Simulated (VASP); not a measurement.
# Ca3AsP (Pm-3m) in VASP: further runs

The runs below take Ca3AsP through single point, with PBE, LDA.

Everything below comes from runs of VASP 6.6.1. Logs are shortened: lines on timing, memory, paths and dates and some standing lists are left out, and cuts for length are marked.

### Step 1. The cell of the first run

Symmetry: Pm-3m, No. 221, cubic system. Conventional cell: a = 5.334 Å, b = 5.334 Å, c = 5.334 Å, α = 90.00°, β = 90.00°, γ = 90.00°. Within 3.5 Å of Ca (site symmetry 4/mmm) lie 2 P at 2.67 Å. P (site symmetry m-3m) has 6 Ca at 2.67 Å within 3.5 Å. As (site symmetry m-3m) has 12 Ca at 3.77 Å and 8 P at 4.62 Å within 5.0 Å.

### Step 2. Single point, PBE

Input file INCAR:

```
ALGO = Normal ; EDIFF = 1E-6
ENCUT = 500 ; GGA = PE
GGA_COMPAT = F ; ISIF = 2
ISMEAR = 0 ; LASPH = T
LCHARG = T ; LELF = T
LREAL = F ; LVHAR = T
LWAVE = F ; NBANDS = 28
NELM = 120 ; PREC = Accurate
SIGMA = 0.1
```

Input file KPOINTS:

```
k-points
0
Gamma
  4 4 4
```

Input file POSCAR:

```
Ca3AsP
1.0
    5.3338990000      0.0000000000      0.0000000000
    0.0000000000      5.3338990000      0.0000000000
    0.0000000000      0.0000000000      5.3338990000
Ca P As
3 1 1
Direct
    0.4570000000      1.1730000000      0.6490000000
    0.9570000000      0.6730000000      0.6490000000
    0.9570000000      1.1730000000      0.1490000000
    0.9570000000      1.1730000000      0.6490000000
    0.4570000000      0.6730000000      0.1490000000
```

Potentials or basis: VASP PAW PBE potentials, release 64 (Ca_sv, P, As).

The run is started by

```console
cat potpaw_PBE.64/Ca_sv/POTCAR potpaw_PBE.64/P/POTCAR potpaw_PBE.64/As/POTCAR > POTCAR
mpirun -np 1 vasp_std > vasp.out
```

OUTCAR:

```text
EDIFF = 1E-6
   ENCUT = 500
   GGA = PE
   ISIF = 2
   ISMEAR = 0
   LASPH = T
   LREAL = F
   NELM = 120
   PREC = Accurate

 ion  position               nearest neighbor table
   1  0.457  0.173  0.649-   4 2.67   4 2.67
   2  0.957  0.673  0.649-   4 2.67   4 2.67
   3  0.957  0.173  0.149-   4 2.67   4 2.67
   4  0.957  0.173  0.649-   1 2.67   2 2.67   3 2.67   3 2.67   2 2.67   1 2.67
   5  0.457  0.673  0.149-

  LATTYP: Found a simple cubic cell.
 ALAT       =     5.3338990000

  Lattice vectors:

 A1 = (   5.3338990000,   0.0000000000,   0.0000000000)
 A2 = (   0.0000000000,   5.3338990000,   0.0000000000)
 A3 = (   0.0000000000,   0.0000000000,   5.3338990000)

Analysis of symmetry for initial positions (statically):
=====================================================================
 Subroutine PRICEL returns:
 Original cell was already a primitive cell.

 Routine SETGRP: Setting up the symmetry group for a
 simple cubic supercell.

 Subroutine GETGRP returns: Found 48 space group operations
 (whereof  1 operations were pure point group operations)
 out of a pool of 48 trial point group operations.

The static configuration has the point symmetry C_1 .
 The point group associated with its full space group is O_h .

Analysis of symmetry for dynamics (positions and initial velocities):
=====================================================================
 Subroutine PRICEL returns:
 Original cell was already a primitive cell.

 Routine SETGRP: Setting up the symmetry group for a
 simple cubic supercell.

 Subroutine GETGRP returns: Found 48 space group operations
 (whereof  1 operations were pure point group operations)
 out of a pool of 48 trial point group operations.

The dynamic configuration has the point symmetry C_1 .
 The point group associated with its full space group is O_h .

 Subroutine INISYM returns: Found 48 space group operations
 (whereof  1 operations are pure point group operations),
 and found     1 'primitive' translations

----------------------------------------------------------------------------------------

                                     Primitive cell

  volume of cell :     151.7520

  direct lattice vectors                    reciprocal lattice vectors
     5.333899000  0.000000000  0.000000000     0.187480115  0.000000000  0.000000000
     0.000000000  5.333899000  0.000000000     0.000000000  0.187480115  0.000000000
     0.000000000  0.000000000  5.333899000     0.000000000  0.000000000  0.187480115

  length of vectors
     5.333899000  5.333899000  5.333899000     0.187480115  0.187480115  0.187480115

  position of ions in fractional coordinates (direct lattice)
     0.457000000  0.173000000  0.649000000
     0.957000000  0.673000000  0.649000000
     0.957000000  0.173000000  0.149000000
     0.957000000  0.173000000  0.649000000
     0.457000000  0.673000000  0.149000000

  ion indices of the primitive-cell ions
   primitive index   ion index
                 1           1
                 2           2
                 3           3
                 4           4
                 5           5

----------------------------------------------------------------------------------------

 KPOINTS: k-points

Automatic generation of k-mesh.
 Grid dimensions read from file:
 generate k-points for:    4    4    4

 Generating k-lattice:

  Cartesian coordinates                     Fractional coordinates (reciprocal lattice)
     0.046870029  0.000000000  0.000000000     0.250000000  0.000000000  0.000000000
     0.000000000  0.046870029  0.000000000     0.000000000  0.250000000  0.000000000
     0.000000000  0.000000000  0.046870029     0.000000000  0.000000000  0.250000000

  Length of vectors
     0.046870029  0.046870029  0.046870029

  Shift w.r.t. Gamma in fractional coordinates (k-lattice)
     0.000000000  0.000000000  0.000000000

 Subroutine IBZKPT returns following result:
 ===========================================

 Found     10 irreducible k-points:

 Following reciprocal coordinates:
            Coordinates               Weight
  0.000000  0.000000  0.000000      1.000000
  0.250000  0.000000  0.000000      6.000000
  0.500000  0.000000  0.000000      3.000000
  0.250000  0.250000  0.000000     12.000000
  0.500000  0.250000  0.000000     12.000000
  0.500000  0.500000  0.000000      3.000000
  0.250000  0.250000  0.250000      8.000000
  0.500000  0.250000  0.250000     12.000000
  0.500000  0.500000  0.250000      6.000000
  0.500000  0.500000  0.500000      1.000000
   k-points           NKPTS =     10   k-points in BZ     NKDIM =     10   number of bands    NBANDS=     28
   number of dos      NEDOS =    301   number of ions     NIONS =      5
   total plane-waves  NPLWV =  64000
   dimension x,y,z NGX =    40 NGY =   40 NGZ =   40
   dimension x,y,z NGXF=    80 NGYF=   80 NGZF=   80
   ions per type =               3   1   1
   NGX,Y,Z   is equivalent  to a cutoff of  12.47, 12.47, 12.47 a.u.
   NGXF,Y,Z  is equivalent  to a cutoff of  24.93, 24.93, 24.93 a.u.
 SYSTEM =  unknown system
   PREC   = accura    normal or accurate (medium, high low for compatibility)
   ISTART =      0    job   : 0-new  1-cont  2-samecut
   ICHARG =      2    charge: 1-file 2-atom 10-const
   ISPIN  =      1    spin polarized calculation?
   LNONCOLLINEAR =      F non collinear calculations
   LSORBIT =      F    spin-orbit coupling
   LASPH  =      T    aspherical Exc in radial PAW
   ENCUT  =  500.0 eV  36.75 Ry    6.06 a.u.   9.72  9.72  9.72*2*pi/ulx,y,z
   NELM   =    120;   NELMIN=  2; NELMDL= -5     # of ELM steps
   EDIFF  = 0.1E-05   stopping-criterion for ELM
   LREAL  =      F    real-space projection
   EDIFFG = 0.1E-04   stopping-criterion for IOM
   NSW    =      0    number of steps for IOM
   IBRION =     -1    ionic relax: 0-MD 1-quasi-New 2-CG
   NFREE  =      0    steps in history (QN), initial steepest desc. (CG)
   ISIF   =      2    stress and relaxation
   ISYM   =      2    0-nonsym 1-usesym 2-fastsym
   POTIM  = 0.5000    time-step for ionic-motion
   TEBEG  =    0.0;   TEEND  =   0.0 temperature during run
   PSTRESS=    0.0 pullay stress
   NELECT =      40.0000    total number of electrons
   NUPDOWN=      -1.0000    fix difference up-down
   EMIN   =  10.00;   EMAX   =-10.00  energy-range for DOS
   EFERMI =   0.00;   METHOD = LEGACY
   ISMEAR =     0;   SIGMA  =   0.10  broadening in eV -4-tet -1-fermi 0-gaus
   EFERMI_NEDOS =   21; number of points for ismear=-14 and -15
   IALGO  =     38    algorithm
   IMIX   =      4    mixing-type and parameters
     AMIX     =   0.40;   BMIX     =  1.00
     AMIX_MAG =   1.60;   BMIX_MAG =  1.00
  volume/ion in A,a.u.               =      30.35       204.81
  Fermi-wavevector in a.u.,A,eV,Ry     =   1.049663  1.983576 14.990806  1.101793
  Thomas-Fermi vector in A             =   2.184635
   LORBIT       =      0    0 simple, 1 ext, 2 COOP (PROOUT), +10 PAW based schemes
   GGA     = PE    functional components
   LHFCALC =     F    Hartree Fock is set to
   AEXX    =    0.0000 exact exchange contribution
   IVDW    =     0    specifies the selected vdW correction
   LEPSILON=     F    determine dielectric tensor
   LRPA    =     F    only Hartree local field effects (RPA)
 non-spin polarized calculation
 Gauss-broadening in eV      SIGMA  =   0.10
  energy-cutoff  :      500.00
  volume of cell :      151.75
 maximum number of plane-waves:      3900
 NGX is ok and might be reduce to    40
   NGX = 19   NGY = 19   NGZ = 19

 number of electron      39.9999999 magnetization

 Free energy of the ion-electron system (eV)
  ---------------------------------------------------
  ext. energy  EPLUGINS =         0.00000000
  ---------------------------------------------------
  free energy    TOTEN  =       -20.15326099 eV

  energy without entropy =      -20.15196901  energy(sigma->0) =      -20.15261500

 E-fermi :   2.7488     XC(G=0):  -8.4483

 val. band max:        2.6359682216   @ k =   0.0000   0.0000   0.0000
 cond. band min:       2.8173315736   @ k =   0.0000   0.0000   0.0000
 fundamental gap:      0.1813633520
 Fermi energy:         2.7487531022

 k-point     1 :       0.0000    0.0000    0.0000
  band No.  band energies     occupation
      1     -38.5067      2.00000
      2     -38.4817      2.00000
      3     -38.4817      2.00000
      4     -19.6118      2.00000
      5     -19.6118      2.00000
      6     -19.6118      2.00000
[... 20 lines left out ...]
     27       6.1965      0.00000
     28       6.1965      0.00000

 k-point     2 :       0.2500    0.0000    0.0000
  band No.  band energies     occupation
      1     -38.5035      2.00000
      2     -38.4848      2.00000
      3     -38.4816      2.00000
      4     -19.5999      2.00000
      5     -19.5999      2.00000
      6     -19.5955      2.00000
[... 20 lines left out ...]
     27       6.0561      0.00000
     28       6.2161      0.00000

 k-point     3 :       0.5000    0.0000    0.0000
  band No.  band energies     occupation
      1     -38.4983      2.00000
      2     -38.4898      2.00000
      3     -38.4816      2.00000
      4     -19.5832      2.00000
      5     -19.5832      2.00000
      6     -19.5686      2.00000
[... 20 lines left out ...]
     27       5.7728      0.00000
     28       6.1353      0.00000

 k-point     4 :       0.2500    0.2500    0.0000
  band No.  band energies     occupation
      1     -38.5006      2.00000
      2     -38.4857      2.00000
      3     -38.4834      2.00000
      4     -19.6101      2.00000
      5     -19.5879      2.00000
      6     -19.5729      2.00000
[... 20 lines left out ...]
     27       6.1555      0.00000
     28       6.3029      0.00000

 k-point     5 :       0.5000    0.2500    0.0000
  band No.  band energies     occupation
      1     -38.4958      2.00000
      2     -38.4898      2.00000
      3     -38.4840      2.00000
      4     -19.5979      2.00000
      5     -19.5875      2.00000
      6     -19.5705      2.00000
[... 20 lines left out ...]
     27       5.9165      0.00000
     28       6.2990      0.00000

 k-point     6 :       0.5000    0.5000    0.0000
  band No.  band energies     occupation
      1     -38.4900      2.00000
      2     -38.4898      2.00000
      3     -38.4898      2.00000
      4     -19.6145      2.00000
      5     -19.5944      2.00000
      6     -19.5557      2.00000
[... 20 lines left out ...]
     27       6.2108      0.00000
     28       6.2274      0.00000

 k-point     7 :       0.2500    0.2500    0.2500
  band No.  band energies     occupation
      1     -38.4982      2.00000
      2     -38.4857      2.00000
      3     -38.4857      2.00000
      4     -19.6265      2.00000
      5     -19.5855      2.00000
      6     -19.5855      2.00000
[... 20 lines left out ...]
     27       6.0760      0.00000
     28       6.0761      0.00000

 k-point     8 :       0.5000    0.2500    0.2500
  band No.  band energies     occupation
      1     -38.4940      2.00000
      2     -38.4898      2.00000
      3     -38.4857      2.00000
      4     -19.6265      2.00000
      5     -19.6001      2.00000
      6     -19.5935      2.00000
[... 20 lines left out ...]
     27       5.9618      0.00000
     28       6.1161      0.00000

 k-point     9 :       0.5000    0.5000    0.2500
  band No.  band energies     occupation
      1     -38.4898      2.00000
      2     -38.4898      2.00000
      3     -38.4898      2.00000
      4     -19.6500      2.00000
      5     -19.6142      2.00000
      6     -19.5964      2.00000
[... 20 lines left out ...]
     27       5.8248      0.00000
     28       6.4554      0.00000

 k-point    10 :       0.5000    0.5000    0.5000
  band No.  band energies     occupation
      1     -38.4897      2.00000
      2     -38.4897      2.00000
      3     -38.4897      2.00000
      4     -19.6871      2.00000
      5     -19.6139      2.00000
      6     -19.6139      2.00000
[... 20 lines left out ...]
     27       5.6140      0.00000
     28       6.7416      0.00000

------------------------ aborting loop because EDIFF is reached ----------------------------------------

  FORCE on cell =-STRESS in cart. coord.  units (eV):
  Direction    XX          YY          ZZ          XY          YZ          ZX
  --------------------------------------------------------------------------------------
  -------------------------------------------------------------------------------------
  Total        0.0074813      0.0074813      0.0074813     -0.0000000      0.0000000      0.0000000
  in kB        0.0789863      0.0789863      0.0789863     -0.0000000      0.0000000      0.0000000
  external PRESSURE =       0.0789863 kB  Pullay stress =       0.0000000 kB

 VOLUME and BASIS-vectors are now :
 -----------------------------------------------------------------------------
  energy-cutoff  :      500.00
  volume of cell :      151.75
      direct lattice vectors                 reciprocal lattice vectors
     5.333899000  0.000000000  0.000000000     0.187480115  0.000000000  0.000000000
     0.000000000  5.333899000  0.000000000     0.000000000  0.187480115  0.000000000
     0.000000000  0.000000000  5.333899000     0.000000000  0.000000000  0.187480115

 POSITION                                       TOTAL-FORCE (eV/Angst)
 -----------------------------------------------------------------------------------
      2.43759      0.92276      3.46170         0.000000      0.000000      0.000000
      5.10454      3.58971      3.46170         0.000000      0.000000      0.000000
      5.10454      0.92276      0.79475         0.000000      0.000000      0.000000
      5.10454      0.92276      3.46170         0.000000      0.000000      0.000000
      2.43759      3.58971      0.79475         0.000000      0.000000      0.000000
 -----------------------------------------------------------------------------------
    total drift:                                0.000007      0.000016      0.000008

  FREE ENERGIE OF THE ION-ELECTRON SYSTEM (eV)
  ---------------------------------------------------
  free  energy   TOTEN  =       -20.1532609946 eV

  energy  without entropy=      -20.1519690106  energy(sigma->0) =      -20.15261500
```

It took 82 s on 1 thread of Intel Xeon 8259CL, shared host; peak memory 0.25 GiB.

Results:

```
Free energy            : -20.1533 eV
Pressure               : 0.0 GPa
Band gap on the k mesh : 0.18 eV
```

(Part 1 of 2 ends here.)
